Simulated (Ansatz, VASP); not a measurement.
Two plane-wave programs on SiC

```xyz
8
Lattice="-3.0941 0.0000 0.0000 -1.5471 -2.6796 0.0000 -3.0943 -1.7865 10.1293" Properties=species:S:1:pos:R:3 pbc="T T T"
Si   -3.0941   -1.7864    6.0173
Si   -1.5471   -0.8932    0.9526
Si   -4.6412   -2.6796    3.4855
Si   -4.6412   -2.6796    8.5502
C    -3.0941   -1.7864    4.1126
C    -1.5471   -0.8932    9.1773
C     0.0000    0.0000    1.5867
C     0.0000    0.0000    6.6514
```

Alike in both runs: task single point; functional PBE; k mesh 10 × 10 × 3; occupations gaussian, width 0.05 eV; no spin polarisation.

```csv
,VASP,Ansatz
version,VASP 6.6.1,Ansatz 0.2.0
potentials or method,"VASP PAW PBE potentials, release 64 (Si, C), cutoff 520 eV","scalar-relativistic, plane waves, PAW"
valence electrons in the cell,32,32
```

Ansatz gave:

```
gap on the k mesh at the Fermi level (eV)                     : 0.47
least direct gap on the mesh (eV)                             : 1.51
pressure (GPa)                                                : -2.2
traceless stress, the component that is largest in VASP (GPa) : 5.70
rms of the force components (eV/Å)                            : 0.117
```

Task: What did VASP give for the same quantities?

Result: gap on the k mesh at the Fermi level (eV): 0.47; least direct gap on the mesh (eV): 1.50; pressure (GPa): -2.2; traceless stress, the component that is largest in VASP (GPa): 5.64; rms of the force components (eV/Å): 0.114.

Atom by atom the forces differ by 0.004 eV/Å (rms over components). The functional is the same, so the differences come from potentials, cutoffs and numerics.
